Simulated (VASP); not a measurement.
Set up this calculation in VASP 6.6.1, as the native input.

```yaml
Task: single point
Functional: PBE
Potentials_or_basis: VASP PAW PBE potentials, release 64 (Yb, N)
Cutoff: 520 eV
k_mesh: 8 × 8 × 8
Occupations: gaussian, width 0.05 eV
Spin: collinear spin, ferromagnetic start
Starting_moments: "[0.5, 0.0] μB"
Hubbard_terms: Yb f U = 6.0 eV
Dipole_correction: no
Further_INCAR_settings: ALGO = Normal; EDIFF = 1e-06; NBANDS = 26
```

The structure of YbN lies in POSCAR:

```
YbN
1.0
    0.0000000000      2.5811819695      2.5811819695
    2.5811819695      0.0000000000      2.5811819695
    2.5811819695      2.5811819695      0.0000000000
Yb N
1 1
Direct
    0.0000000000      0.0000000000      0.0000000000
    0.2500000000      0.2500000000      0.2500000000
```

One way to write it, as run:

INCAR

```
SYSTEM = YbN
  PREC = Accurate
  ENCUT = 520
  EDIFF = 1E-6
  ISMEAR = 0
  SIGMA = 0.05
  LREAL = .False.
  LASPH = .True.
  NELM = 150
  ALGO = Normal
  ISIF = 2
  LWAVE = .False.
  LCHARG = .False.
  ISPIN = 2
  MAGMOM = 0.5 0
  LORBIT = 11
  LMAXMIX = 6
  LDAU = .True.
  LDAUTYPE = 2
  LDAUL = 3 -1
  LDAUU = 6 0
  LDAUJ = 0 0
  LDAUPRINT = 1
  GGA = PE
  NBANDS = 26
```

KPOINTS

```
regular mesh
0
Gamma
  8 8 8
  0 0 0
```

Potentials or basis: VASP PAW PBE potentials, release 64 (Yb, N).

Command:

```bash
$ cat potpaw_PBE.64/Yb/POTCAR potpaw_PBE.64/N/POTCAR > POTCAR
$ mpirun -np 1 vasp_std > vasp.out
```

It gave:

The pressure is 2.3 GPa, the band gap on the k mesh is zero (filled and empty bands overlap) and the net moment is 1.00 μB per cell. The site moments are Yb +0.56; N +0.33 μB. The valence electrons inside the program's atomic spheres are Yb 22.39; N 3.66.

Caveat: spin-orbit coupling is left out, which moves the levels of the heavy elements.

It took 56 s on 1 thread of Intel(R) Xeon(R) 6975P-C (Granite Rapids), on a shared host, peak memory 0.21 GiB.
